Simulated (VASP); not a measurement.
# Fe2Ge (P6_3/mmc) in VASP: a series of runs, part 2 of 2

VASP 6.6.1. Earlier steps stand in the parts before.

## Step 4: Single point, LDA, collinear spin, ferromagnetic start (11.44 Å³/atom)

This run uses another cell than the first one, of 11.44 Å³/atom.

INCAR

```
PREC = Accurate
ENCUT = 520
EDIFF = 1E-6
ISMEAR = 0
SIGMA = 0.05
LREAL = False
LASPH = True
NELM = 150
ALGO = Fast
ISIF = 2
LWAVE = False
LCHARG = True
ISPIN = 2
MAGMOM = 2.28 2.28 1.12 1.12 0 0
LORBIT = 11
LMAXMIX = 4
GGA = CA
LELF = True
LVHAR = True
NBANDS = 43
```

KPOINTS

```
Automatic mesh
0
Gamma
  12 12 8
```

POSCAR

```
Fe2Ge
1.0
    4.0331511633      0.0000000000      0.0000000000
   -2.0165755817      3.4928113647      0.0000000000
    0.0000000000      0.0000000000      4.8706853964
Fe Ge
4 2
Direct
    0.0000000000      0.0000000000      0.0000000000
    0.0000000000      0.0000000000      0.5000000000
    0.6666666667      0.3333333333      0.7500000000
    0.3333333333      0.6666666667      0.2500000000
    0.6666666667      0.3333333333      0.2500000000
    0.3333333333      0.6666666667      0.7500000000
```

Potentials or basis: VASP PAW LDA potentials, release 64 (Fe, Ge_d).

Command:

```
$ cat potpaw_LDA.64/Fe/POTCAR potpaw_LDA.64/Ge_d/POTCAR > POTCAR
$ mpirun -np 1 vasp_std > vasp.out
```

OUTCAR:

```text
PREC = Accurate
   ENCUT = 520
   EDIFF = 1E-6
   ISMEAR = 0
   LREAL = False
   LASPH = True
   NELM = 150
   ISIF = 2
   ISPIN = 2
   LORBIT = 11
   GGA = CA

 ion  position               nearest neighbor table
   1  0.000  0.000  0.000-   2 2.44   2 2.44   4 2.63   5 2.63   6 2.63   3 2.63   3 2.63   5 2.63
                             4 2.63   6 2.63   3 2.63   5 2.63   4 2.63   6 2.63
   2  0.000  0.000  0.500-   1 2.44   1 2.44   4 2.63   5 2.63   6 2.63   3 2.63   3 2.63   5 2.63
                             4 2.63   6 2.63   3 2.63   5 2.63   4 2.63   6 2.63
   3  0.667  0.333  0.750-   6 2.33   6 2.33   6 2.33   5 2.44   5 2.44   1 2.63   2 2.63   1 2.63
                             2 2.63   1 2.63   2 2.63
   4  0.333  0.667  0.250-   5 2.33   5 2.33   5 2.33   6 2.44   6 2.44   1 2.63   2 2.63   2 2.63
                             1 2.63   2 2.63   1 2.63
   5  0.667  0.333  0.250-   4 2.33   4 2.33   4 2.33   3 2.44   3 2.44   1 2.63   2 2.63   1 2.63
                             2 2.63   1 2.63   2 2.63
   6  0.333  0.667  0.750-   3 2.33   3 2.33   3 2.33   4 2.44   4 2.44   1 2.63   2 2.63   2 2.63
                             1 2.63   2 2.63   1 2.63

  LATTYP: Found a hexagonal cell.
 ALAT       =     4.0331511633
 C/A-ratio  =     1.2076624950

  Lattice vectors:

 A1 = (   4.0331511633,   0.0000000000,   0.0000000000)
 A2 = (  -2.0165755817,   3.4928113647,   0.0000000000)
[... 2388 lines left out ...]
  external PRESSURE =     -40.5731960 kB  Pullay stress =       0.0000000 kB

 VOLUME and BASIS-vectors are now :
 -----------------------------------------------------------------------------
  energy-cutoff  :      520.00
  volume of cell :       68.61
      direct lattice vectors                 reciprocal lattice vectors
     4.033151163  0.000000000  0.000000000     0.247945083  0.143151160  0.000000000
    -2.016575582  3.492811365  0.000000000     0.000000000  0.286302321  0.000000000
     0.000000000  0.000000000  4.870685396     0.000000000  0.000000000  0.205309914

 POSITION                                       TOTAL-FORCE (eV/Angst)
 -----------------------------------------------------------------------------------
      0.00000      0.00000      0.00000         0.000000      0.000000      0.000000
      0.00000      0.00000      2.43534         0.000000      0.000000      0.000000
      2.01658      1.16427      3.65301         0.000000      0.000000      0.000000
     -0.00000      2.32854      1.21767         0.000000     -0.000000      0.000000
      2.01658      1.16427      1.21767        -0.000000      0.000000      0.000000
     -0.00000      2.32854      3.65301        -0.000000     -0.000000      0.000000
 -----------------------------------------------------------------------------------
    total drift:                               -0.000000      0.000000      0.000000

  FREE ENERGIE OF THE ION-ELECTRON SYSTEM (eV)
  ---------------------------------------------------
  free  energy   TOTEN  =       -48.0849859445 eV

  energy  without entropy=      -48.0777169635  energy(sigma->0) =      -48.08135145

 total charge

# of ion       s       p       d       tot
------------------------------------------
    1        0.418   0.529   6.350   7.296
    2        0.418   0.529   6.350   7.296
    3        0.440   0.540   6.596   7.576
    4        0.440   0.540   6.596   7.576
    5        1.104   1.381  10.142  12.627
    6        1.104   1.381  10.142  12.627
--------------------------------------------------
tot          3.924   4.899  46.175  54.999

 magnetization (x)

# of ion       s       p       d       tot
------------------------------------------
    1        0.000   0.008   2.054   2.062
    2        0.000   0.008   2.054   2.062
    3        0.003  -0.000   1.021   1.024
    4        0.003  -0.000   1.021   1.024
    5       -0.001  -0.057   0.008  -0.049
    6       -0.001  -0.057   0.008  -0.049
--------------------------------------------------
tot          0.005  -0.098   6.166   6.074
```

stdout:

```text
POSCAR found type information on POSCAR FeGe
 POSCAR found :  2 types and       6 ions
 scaLAPACK will be used
 LDA part: xc-table for (Slater(with rela. corr.)+CA(PZ))
 , standard interpolation
 POSCAR, INCAR and KPOINTS ok, starting setup
 FFT: planning ... GRIDC
 FFT: planning ... GRID_SOFT
 FFT: planning ... GRID
 WAVECAR not read
 entering main loop
WARNING in EDDRMM: call to ZHEGV failed, returncode =   8  4     37
WARNING in EDDRMM: call to ZHEGV failed, returncode =   8  4     39
WARNING in EDDRMM: call to ZHEGV failed, returncode =   6  3     38
```

Wall time 22 min (1 thread of Oxide Virtual Turin-like, shared host); peak memory 0.42 GiB.

Results:

```yaml
Free_energy: -48.0850 eV
Pressure: -4.1 GPa
Net_moment: 6.14 μB per cell
Site_moments: Fe +2.06, +1.02 (each value once); Ge -0.05 μB
Valence_electrons_inside_the_program's_atomic_spheres: Fe 7.30, 7.58 (each value once); Ge 12.63
```

Levels at points of the mesh, in eV from the Fermi level:
Spin up:
```tsv
k point	band 30	band 31	band 32	band 33	band 34	band 35	band 36	band 37
(0.00, 0.00, 0.00)	-0.30	-0.30	-0.11	0.50	2.60	3.07	3.17	3.17
(0.50, 0.00, 0.00)	-1.03	-0.99	-0.63	-0.24	-0.23	-0.12	1.52	2.23
(0.00, 0.00, 0.50)	-0.63	-0.63	-0.63	1.90	1.90	3.76	3.76	3.76
(0.50, 0.00, 0.50)	-1.35	-1.10	-1.10	-0.28	-0.28	1.50	1.50	3.17
```
Spin down:
```
           k point  band 24  band 25  band 26  band 27  band 28  band 29  band 30  band 31
(0.00, 0.00, 0.00)    -0.42    -0.30     0.41     0.41     0.55     0.57     0.57     1.20
(0.50, 0.00, 0.00)    -0.96    -0.88    -0.86    -0.33     0.09     0.30     0.35     0.46
(0.00, 0.00, 0.50)    -0.54     0.30     0.30     0.30     0.30     0.54     0.54     0.54
(0.50, 0.00, 0.50)    -1.10    -0.62    -0.62    -0.07    -0.07    -0.02    -0.02     0.45
```

Caveat: the cell stands under tension.
